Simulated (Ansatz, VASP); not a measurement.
# One calculation of BaTlBr3, two programs

The input INCAR:

```
SYSTEM = BaTlBr3
PREC = Accurate ; ENCUT = 520
EDIFF = 1E-6 ; ISMEAR = 0
SIGMA = 0.01 ; LREAL = .False.
LASPH = .True. ; NELM = 100
ALGO = Normal ; ISIF = 2
LWAVE = .False. ; LCHARG = .True.
GGA = PE ; LELF = .True.
LVHAR = .True. ; NBANDS = 30
```

The input KPOINTS:

```
Automatic mesh
0
Gamma
  4 4 4
  0 0 0
```

Contents of POSCAR:

```
BaTlBr3
1.0
    6.2119380520      0.0000000000      0.0000000000
    0.0000000000      6.2119380520      0.0000000000
    0.0000000000      0.0000000000      6.2119380520
Tl Ba Br
1 1 3
Direct
    0.0000000000      0.0000000000      0.0000000000
    0.5000000000      0.5000000000      0.5000000000
    0.5000000000      0.5000000000      0.0000000000
    0.5000000000      0.0000000000      0.5000000000
    0.0000000000      0.5000000000      0.5000000000
```

Input for Ansatz:

```yaml
crystal:
  lattice:
    - [6.211938052, 0.0, 0.0]
    - [0.0, 6.211938052, 0.0]
    - [0.0, 0.0, 6.211938052]
  atoms:
    - { symbol: Tl, position: [0.0, 0.0, 0.0] }
    - { symbol: Ba, position: [0.5, 0.5, 0.5] }
    - { symbol: Br, position: [0.5, 0.5, 0.0] }
    - { symbol: Br, position: [0.5, 0.0, 0.5] }
    - { symbol: Br, position: [0.0, 0.5, 0.5] }
kpoints:
  mp_grid: { grid: [4, 4, 4] }
hamiltonian:
  xc: pbe
scf:
  occupations: { method: fixed }
  n_extra_bands: 5
output:
  forces: true
  stress: true
  eigenvalues: true
```

Alike in both runs: task single point; functional PBE; k mesh 4 × 4 × 4; no spin polarisation.

```csv
,VASP,Ansatz
version,VASP 6.6.1,Ansatz 0.2.0
potentials or method,"VASP PAW PBE potentials, release 64 (Tl_d, Ba_sv, Br)","plane waves, PAW"
plane-wave cutoff (eV),520,420
occupations,"gaussian, width 0.01 eV",fixed
valence electrons in the cell,44,44
```

```csv
,VASP,Ansatz,Ansatz less VASP
gap on the k mesh at the Fermi level (eV),2.99,3.00,+0.002
pressure (GPa),0.7,0.5,-0.25
```

Neither program's run includes spin-orbit coupling.
